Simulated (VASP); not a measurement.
# AlNi (R-3m) in VASP: a series of runs

Runs on AlNi. Level: PBE. Tasks: single point.

All numbers are computed with VASP 6.6.1; they aren't measurements. Logs are shortened: lines on timing, memory, paths and dates and some standing lists are left out, and cuts for length are marked.

### 1 The cell of the first run

It takes space group R-3m (No. 166, trigonal). The conventional cell has a = 3.633 Å, b = 3.633 Å, c = 6.275 Å, α = 90.00°, β = 90.00°, γ = 120.00°. Within 3.1 Å of Al (site symmetry -3m) lie 6 Ni at 2.34 Å and 6 Al at 2.96 Å. Within 3.1 Å of Ni (site symmetry -3m) lie 6 Al at 2.34 Å and 6 Ni at 2.96 Å.

### 2 Single point, PBE

File INCAR:

```
ALGO = Fast ; EDIFF = 1E-6
ENCUT = 520 ; GGA = PE
ISIF = 2 ; ISMEAR = 0
LASPH = T ; LCHARG = F
LREAL = F ; LWAVE = F
NBANDS = 14 ; NELM = 100
PREC = Accurate ; SIGMA = 0.15
```

File KPOINTS:

```
k-points
0
Gamma
  18 18 18
```

File POSCAR:

```
AlNi
1.0
    2.9203619301      0.3511285605      0.3511285605
    0.3511285605      2.9203619301      0.3511285605
    0.3511285605      0.3511285605      2.9203619301
Al Ni
1 1
Direct
    0.0000000000      0.0000000000      0.0000000000
    0.5000000000      0.5000000000      0.5000000000
```

Potentials or basis: VASP PAW PBE potentials, release 64 (Al, Ni).

Launch:

```sh
cat potpaw_PBE.64/Al/POTCAR potpaw_PBE.64/Ni/POTCAR > POTCAR
mpirun -np 1 vasp_std > vasp.out
```

OUTCAR:

```text
EDIFF = 1E-6
   ENCUT = 520
   GGA = PE
   ISIF = 2
   ISMEAR = 0
   LASPH = T
   LREAL = F
   NELM = 100
   PREC = Accurate

 ion  position               nearest neighbor table
   1  0.000  0.000  0.000-   2 2.34   2 2.34   2 2.34   2 2.34   2 2.34   2 2.34   2 3.14   2 3.14

   2  0.500  0.500  0.500-   1 2.34   1 2.34   1 2.34   1 2.34   1 2.34   1 2.34   1 3.14   1 3.14

  LATTYP: Found a trigonal (rhomboedric) cell.
 ALAT       =     2.9622789090
 COS(alpha) =     0.2477620922

  Lattice vectors:

 A1 = (   2.9203619301,   0.3511285605,   0.3511285605)
 A2 = (   0.3511285605,   2.9203619301,   0.3511285605)
 A3 = (   0.3511285605,   0.3511285605,   2.9203619301)

Analysis of symmetry for initial positions (statically):
=====================================================================
 Subroutine PRICEL returns:
 Original cell was already a primitive cell.

 Routine SETGRP: Setting up the symmetry group for a
 trigonal (rhombohedral) supercell.

 Subroutine GETGRP returns: Found 12 space group operations
 (whereof 12 operations were pure point group operations)
 out of a pool of 12 trial point group operations.

The static configuration has the point symmetry D_3d.

Analysis of symmetry for dynamics (positions and initial velocities):
=====================================================================
 Subroutine PRICEL returns:
 Original cell was already a primitive cell.

 Routine SETGRP: Setting up the symmetry group for a
 trigonal (rhombohedral) supercell.

 Subroutine GETGRP returns: Found 12 space group operations
 (whereof 12 operations were pure point group operations)
 out of a pool of 12 trial point group operations.

The dynamic configuration has the point symmetry D_3d.

 Subroutine INISYM returns: Found 12 space group operations
 (whereof 12 operations are pure point group operations),
 and found     1 'primitive' translations

----------------------------------------------------------------------------------------

                                     Primitive cell

  volume of cell :      23.9128

  direct lattice vectors                    reciprocal lattice vectors
     2.920361930  0.351128561  0.351128561     0.351495235 -0.037725928 -0.037725928
     0.351128561  2.920361930  0.351128561    -0.037725928  0.351495235 -0.037725928
     0.351128561  0.351128561  2.920361930    -0.037725928 -0.037725928  0.351495235

  length of vectors
     2.962278909  2.962278909  2.962278909     0.355521295  0.355521295  0.355521295

  position of ions in fractional coordinates (direct lattice)
     0.000000000  0.000000000  0.000000000
     0.500000000  0.500000000  0.500000000

  ion indices of the primitive-cell ions
   primitive index   ion index
                 1           1
                 2           2

----------------------------------------------------------------------------------------

 KPOINTS: k-points

Automatic generation of k-mesh.
 Grid dimensions read from file:
 generate k-points for:   18   18   18

 Generating k-lattice:

  Cartesian coordinates                     Fractional coordinates (reciprocal lattice)
     0.019527513 -0.002095885 -0.002095885     0.055555556 -0.000000000  0.000000000
    -0.002095885  0.019527513 -0.002095885    -0.000000000  0.055555556  0.000000000
    -0.002095885 -0.002095885  0.019527513     0.000000000  0.000000000  0.055555556

  Length of vectors
     0.019751183  0.019751183  0.019751183

  Shift w.r.t. Gamma in fractional coordinates (k-lattice)
     0.000000000  0.000000000  0.000000000

 Subroutine IBZKPT returns following result:
 ===========================================

 Found    580 irreducible k-points:

 Following reciprocal coordinates:
            Coordinates               Weight
  0.000000  0.000000  0.000000      1.000000
  0.055556 -0.000000 -0.000000      6.000000
  0.111111 -0.000000 -0.000000      6.000000
  0.166667 -0.000000 -0.000000      6.000000
  0.222222 -0.000000 -0.000000      6.000000
  0.277778 -0.000000 -0.000000      6.000000
[... 16 lines left out ...]
 -0.277778  0.055556  0.000000     12.000000
 -0.222222  0.055556 -0.000000     12.000000
 [... further k-points ...]
   k-points           NKPTS =    580   k-points in BZ     NKDIM =    580   number of bands    NBANDS=     14
   number of dos      NEDOS =    301   number of ions     NIONS =      2
   total plane-waves  NPLWV =  13824
   dimension x,y,z NGX =    24 NGY =   24 NGZ =   24
   dimension x,y,z NGXF=    48 NGYF=   48 NGZF=   48
   ions per type =               1   1
   NGX,Y,Z   is equivalent  to a cutoff of  13.47, 13.47, 13.47 a.u.
   NGXF,Y,Z  is equivalent  to a cutoff of  26.94, 26.94, 26.94 a.u.
 SYSTEM =  unknown system
   PREC   = accura    normal or accurate (medium, high low for compatibility)
   ISTART =      0    job   : 0-new  1-cont  2-samecut
   ICHARG =      2    charge: 1-file 2-atom 10-const
   ISPIN  =      1    spin polarized calculation?
   LNONCOLLINEAR =      F non collinear calculations
   LSORBIT =      F    spin-orbit coupling
   LASPH  =      T    aspherical Exc in radial PAW
   ENCUT  =  520.0 eV  38.22 Ry    6.18 a.u.   5.51  5.51  5.51*2*pi/ulx,y,z
   NELM   =    100;   NELMIN=  2; NELMDL= -5     # of ELM steps
   EDIFF  = 0.1E-05   stopping-criterion for ELM
   LREAL  =      F    real-space projection
   EDIFFG = 0.1E-04   stopping-criterion for IOM
   NSW    =      0    number of steps for IOM
   IBRION =     -1    ionic relax: 0-MD 1-quasi-New 2-CG
   NFREE  =      0    steps in history (QN), initial steepest desc. (CG)
   ISIF   =      2    stress and relaxation
   ISYM   =      2    0-nonsym 1-usesym 2-fastsym
   POTIM  = 0.5000    time-step for ionic-motion
   TEBEG  =    0.0;   TEEND  =   0.0 temperature during run
   PSTRESS=    0.0 pullay stress
   NELECT =      13.0000    total number of electrons
   NUPDOWN=      -1.0000    fix difference up-down
   EMIN   =  10.00;   EMAX   =-10.00  energy-range for DOS
   EFERMI =   0.00;   METHOD = LEGACY
   ISMEAR =     0;   SIGMA  =   0.15  broadening in eV -4-tet -1-fermi 0-gaus
   EFERMI_NEDOS =   21; number of points for ismear=-14 and -15
   IALGO  =     68    algorithm
   IMIX   =      4    mixing-type and parameters
     AMIX     =   0.40;   BMIX     =  1.00
     AMIX_MAG =   1.60;   BMIX_MAG =  1.00
  volume/ion in A,a.u.               =      11.96        80.69
  Fermi-wavevector in a.u.,A,eV,Ry     =   1.336122  2.524904 24.289410  1.785221
  Thomas-Fermi vector in A             =   2.464773
   LORBIT       =      0    0 simple, 1 ext, 2 COOP (PROOUT), +10 PAW based schemes
   GGA     = PE    functional components
   LHFCALC =     F    Hartree Fock is set to
   AEXX    =    0.0000 exact exchange contribution
   IVDW    =     0    specifies the selected vdW correction
   LEPSILON=     F    determine dielectric tensor
   LRPA    =     F    only Hartree local field effects (RPA)
 non-spin polarized calculation
 RMM-DIIS sequential band-by-band and
 Gauss-broadening in eV      SIGMA  =   0.15
  energy-cutoff  :      520.00
  volume of cell :       23.91
 maximum number of plane-waves:       660
 NGX is ok and might be reduce to    24

 number of electron      12.9999992 magnetization

 Free energy of the ion-electron system (eV)
  ---------------------------------------------------
  ext. energy  EPLUGINS =         0.00000000
  ---------------------------------------------------
  free energy    TOTEN  =        -9.68813008 eV

  energy without entropy =       -9.68145991  energy(sigma->0) =       -9.68479500

 E-fermi :  10.0805     XC(G=0): -12.0083

 val. band max:       10.0622465573   @ k =  -0.2778  -0.3889   0.0556
 cond. band min:      10.0818203374   @ k =   0.3889   0.3889  -0.0000
 fundamental gap:      0.0195737801
 Fermi energy:        10.0805450267

 k-point     1 :       0.0000    0.0000    0.0000
  band No.  band energies     occupation
      1      -1.0771      2.00000
      2       6.8923      2.00000
      3       6.8923      2.00000
      4       7.8756      2.00000
      5       7.8756      2.00000
      6       8.3404      2.00000
      7      15.7419      0.00000
      8      15.7419      0.00000
      9      17.6344      0.00000
     10      19.1088      0.00000
     11      19.1088      0.00000
     12      23.8105      0.00000
     13      27.8041      0.00000
     14      27.8365      0.00000

 k-point     2 :       0.0556   -0.0000   -0.0000
  band No.  band energies     occupation
      1      -1.0172      2.00000
      2       6.8839      2.00000
      3       6.9030      2.00000
      4       7.8572      2.00000
      5       7.8732      2.00000
      6       8.3351      2.00000
      7      15.2983      0.00000
      8      15.7817      0.00000
      9      17.3561      0.00000
     10      19.1451      0.00000
     11      19.8080      0.00000
     12      23.9409      0.00000
     13      26.7124      0.00000
     14      27.0165      0.00000

 k-point     3 :       0.1111   -0.0000   -0.0000
  band No.  band energies     occupation
      1      -0.8380      2.00000
      2       6.8506      2.00000
      3       6.9318      2.00000
      4       7.8079      2.00000
      5       7.8678      2.00000
      6       8.3220      2.00000
      7      14.2021      0.00000
      8      15.8927      0.00000
      9      17.2507      0.00000
     10      19.2544      0.00000
     11      20.9156      0.00000
     12      24.2653      0.00000
     13      25.5056      0.00000
     14      26.0501      0.00000
[... 324 lines left out ...]
 k-point    23 :      -0.2778    0.0556    0.0000
  band No.  band energies     occupation
      1       0.5647      2.00000
      2       6.2181      2.00000
      3       6.9698      2.00000
      4       7.7237      2.00000
      5       7.8367      2.00000
      6       8.2772      2.00000
      7      10.5360      0.00002
      8      15.4422      0.00000
      9      17.9102      0.00000
     10      20.2740      0.00000
     11      22.3871      0.00000
     12      23.7453      0.00000
     13      24.4519      0.00000
     14      24.7950      0.00000

 k-point    24 :      -0.2222    0.0556   -0.0000
  band No.  band energies     occupation
      1       0.0226      2.00000
      2       6.5430      2.00000
      3       6.9753      2.00000
      4       7.7314      2.00000
      5       7.8425      2.00000
      6       8.2998      2.00000
      7      11.5264      0.00000
      8      15.2963      0.00000
      9      17.5906      0.00000
     10      20.1164      0.00000
     11      23.0048      0.00000
     12      23.5556      0.00000
     13      24.5943      0.00000
     14      25.0056      0.00000

 [... further k-points ...]
[... 5 lines left out ...]
  --------------------------------------------------------------------------------------
  -------------------------------------------------------------------------------------
  Total        2.4515603      2.4515603      2.4515603     -1.8451610     -1.8451610     -1.8451610
  in kB      164.2568130    164.2568130    164.2568130   -123.6274941   -123.6274941   -123.6274941
  external PRESSURE =     164.2568130 kB  Pullay stress =       0.0000000 kB

 VOLUME and BASIS-vectors are now :
 -----------------------------------------------------------------------------
  energy-cutoff  :      520.00
  volume of cell :       23.91
      direct lattice vectors                 reciprocal lattice vectors
     2.920361930  0.351128561  0.351128561     0.351495235 -0.037725928 -0.037725928
     0.351128561  2.920361930  0.351128561    -0.037725928  0.351495235 -0.037725928
     0.351128561  0.351128561  2.920361930    -0.037725928 -0.037725928  0.351495235

 POSITION                                       TOTAL-FORCE (eV/Angst)
 -----------------------------------------------------------------------------------
      0.00000      0.00000      0.00000        -0.000000     -0.000000      0.000000
      1.81131      1.81131      1.81131         0.000000      0.000000     -0.000000
 -----------------------------------------------------------------------------------
    total drift:                                0.000000      0.000000     -0.000000

  FREE ENERGIE OF THE ION-ELECTRON SYSTEM (eV)
  ---------------------------------------------------
  free  energy   TOTEN  =        -9.6881300788 eV

  energy  without entropy=       -9.6814599126  energy(sigma->0) =       -9.68479500
```

Wall time 2.3 min (1 thread of Intel Xeon Platinum 8259CL at 2.50GHz (Skylake/Cascade Lake), shared host); peak memory 0.3 GiB.

What came out:

- Free energy: -9.6881 eV
- Pressure: 16.4 GPa

 Spin polarisation is off, so any magnetic state and its effect on volume and gap are missing.

### 3 Single point, PBE

This run uses another cell than the first one, of the same volume but with other edges.

File INCAR:

```
ALGO = Fast
EDIFF = 1E-6
ENCUT = 520
GGA = PE
ISIF = 2
ISMEAR = 0
LASPH = T
LCHARG = T
LELF = T
LREAL = F
LVHAR = T
LWAVE = F
NBANDS = 14
NELM = 80
PREC = Accurate
SIGMA = 0.15
```

KPOINTS is that of step 2.

File POSCAR:

```
AlNi
1.0
    2.9603627763     -0.4554404271     -0.4554404271
   -0.4554404271      2.9603627763     -0.4554404271
   -0.4554404271     -0.4554404271      2.9603627763
Al Ni
1 1
Direct
    0.0000000000      0.0000000000      0.0000000000
    0.5000000000      0.5000000000      0.5000000000
```

Potentials or basis: VASP PAW PBE potentials, release 64 (Al, Ni).

Launch:

```sh
cat potpaw_PBE.64/Al/POTCAR potpaw_PBE.64/Ni/POTCAR > POTCAR
mpirun -np 1 vasp_std > vasp.out
```

Wall time 2 min (1 thread of Intel Xeon Platinum 8259CL at 2.50GHz (Skylake/Cascade Lake), shared host); peak memory 0.3 GiB.

It converged, with:

```
Free energy : -4.8193 eV
Pressure    : 72.1 GPa
```

Stress tensor (GPa, compression positive):
```
72.09 92.00 92.00
92.00 72.09 92.00
92.00 92.00 72.09
```

Levels at points of the mesh, in eV from the Fermi level:
| k point | band 4 | band 5 | band 6 | band 7 | band 8 | band 9 |
| --- | --- | --- | --- | --- | --- | --- |
| (0.00, 0.00, 0.00) | -4.00 | -2.22 | -2.22 | 5.87 | 8.32 | 8.32 |
| (0.50, 0.00, 0.00) | -3.79 | -2.41 | -2.40 | -1.29 | 5.61 | 6.71 |
| (0.50, 0.50, 0.00) | -3.55 | -3.25 | -1.61 | -0.18 | 1.33 | 5.87 |
| (0.50, 0.50, 0.50) | -1.87 | -1.87 | 0.17 | 0.50 | 0.50 | 2.56 |

### 4 Single point, PBE

This run uses another cell than the first one, of the same volume but with other edges.

File INCAR:

```
SYSTEM = AlNi
PREC = Accurate
ENCUT = 520
EDIFF = 1E-7
ISMEAR = 0
SIGMA = 0.15
LREAL = .FALSE.
LASPH = .TRUE.
NELM = 80
ALGO = Fast
ISIF = 2
LWAVE = .FALSE.
LCHARG = .TRUE.
GGA = PE
LELF = .TRUE.
LVHAR = .TRUE.
NBANDS = 14
```

File KPOINTS:

```
Automatic mesh
0
G
  18 18 18
  0 0 0
```

File POSCAR:

```
AlNi
1.0
    2.8893083211     -0.1520688590     -0.1520688590
   -0.1520688590      2.8893083211     -0.1520688590
   -0.1520688590     -0.1520688590      2.8893083211
Al Ni
1 1
Direct
    0.0000000000      0.0000000000      0.0000000000
    0.5000000000      0.5000000000      0.5000000000
```

Launch:

```sh
cat potpaw_PBE.64/Al/POTCAR potpaw_PBE.64/Ni/POTCAR > POTCAR
mpirun -np 1 vasp_std > vasp.out
```

Wall time 2.6 min (1 thread of Intel Xeon Platinum 8259CL at 2.50GHz (Skylake/Cascade Lake), shared host); peak memory 0.3 GiB.

Results (log left out):

```
Free energy : -10.1447 eV
Pressure    : 7.8 GPa
```

Stress tensor (GPa, compression positive):
```
 7.85 18.02 18.02
18.02  7.85 18.02
18.02 18.02  7.85
```

Levels at points of the mesh, in eV from the Fermi level:
| k point | band 4 | band 5 | band 6 | band 7 | band 8 | band 9 |
| --- | --- | --- | --- | --- | --- | --- |
| (0.00, 0.00, 0.00) | -1.98 | -1.51 | -1.51 | 4.99 | 6.10 | 6.10 |
| (0.50, 0.00, 0.00) | -2.59 | -2.04 | -1.53 | -0.68 | 7.57 | 9.22 |
| (0.50, 0.50, 0.00) | -2.24 | -2.06 | -1.95 | -1.08 | 1.15 | 3.04 |
| (0.50, 0.50, 0.50) | -1.07 | -1.07 | 1.38 | 1.38 | 1.78 | 3.96 |

### 5 Single point, PBE

File INCAR:

```
ALGO = Fast
EDIFF = 1E-6
ENCUT = 520
GGA = PE
ISIF = 2
ISMEAR = 0
LASPH = T
LCHARG = F
LREAL = F
LWAVE = F
NBANDS = 14
NELM = 60
PREC = Accurate
SIGMA = 0.15
```

File KPOINTS:

```
k-points
0
Gamma
  18 18 18
```

File POSCAR:

```
AlNi
1.0
    2.8918664525      0.1807416533      0.1807416533
    0.1807416533      2.8918664525      0.1807416533
    0.1807416533      0.1807416533      2.8918664525
Al Ni
1 1
Direct
    0.0000000000      0.0000000000      0.0000000000
    0.5000000000      0.5000000000      0.5000000000
```

Launch:

```sh
cat potpaw_PBE.64/Al/POTCAR potpaw_PBE.64/Ni/POTCAR > POTCAR
mpirun -np 1 vasp_std > vasp.out
```

It took 2.1 min on 1 thread of Intel Xeon Platinum 8259CL at 2.50GHz (Skylake/Cascade Lake), shared host; peak memory 0.31 GiB.

The run converged. Its results:

```
Free energy : -10.2324 eV
Pressure    : 7.2 GPa
```

Stress tensor (GPa, compression positive):
```
 7.23 -9.65 -9.65
-9.65  7.23 -9.65
-9.65 -9.65  7.23
```

Levels at points of the mesh, in eV from the Fermi level:
| k point | band 2 | band 3 | band 4 | band 5 | band 6 | band 7 | band 8 | band 9 | band 10 | band 11 |
| --- | --- | --- | --- | --- | --- | --- | --- | --- | --- | --- |
| (0.00, 0.00, 0.00) | -3.19 | -3.19 | -1.80 | -1.80 | -1.43 | 5.40 | 5.40 | 6.55 | 8.44 | 8.44 |
| (0.50, 0.00, 0.00) | -6.70 | -2.89 | -2.33 | -2.12 | -1.58 | -0.66 | 7.46 | 9.87 | 10.42 | 10.47 |
| (0.50, 0.50, 0.00) | -3.54 | -3.38 | -2.15 | -2.05 | -1.90 | -1.09 | 1.07 | 3.16 | 9.59 | 12.70 |
| (0.50, 0.50, 0.50) | -3.92 | -3.92 | -1.08 | -1.08 | -0.40 | 2.56 | 3.00 | 3.00 | 4.89 | 5.33 |

 Spin polarisation is off, so any magnetic state and its effect on volume and gap are missing.

### 6 Summary

| cell | further INCAR settings | gap on the mesh (eV) | pressure (GPa) |
| --- | --- | --- | --- |
| a = 2.962 Å, angles 75.7°, 2 atoms | ALGO = Fast; EDIFF = 1e-06; NBANDS = 14 | none | 16.4 |
| a = 3.030 Å, angles 105.7°, 2 atoms | ALGO = Fast; EDIFF = 1e-06; NBANDS = 14 | none | 72.1 |
| a = 2.897 Å, angles 95.9°, 2 atoms | ALGO = Fast; EDIFF = 1e-07; NBANDS = 14 | none | 7.8 |
| a = 2.903 Å, angles 82.7°, 2 atoms | ALGO = Fast; EDIFF = 1e-06; NBANDS = 14 | none | 7.2 |

Alike in all rows: task single point; level PBE; potentials or basis VASP PAW PBE potentials, release 64 (Al, Ni); no spin polarisation; k mesh 18 × 18 × 18; cutoff (eV) 520; smearing gaussian 0.15 eV.

Total energies depend on the potentials used, so only differences within one code and one set of settings carry meaning.
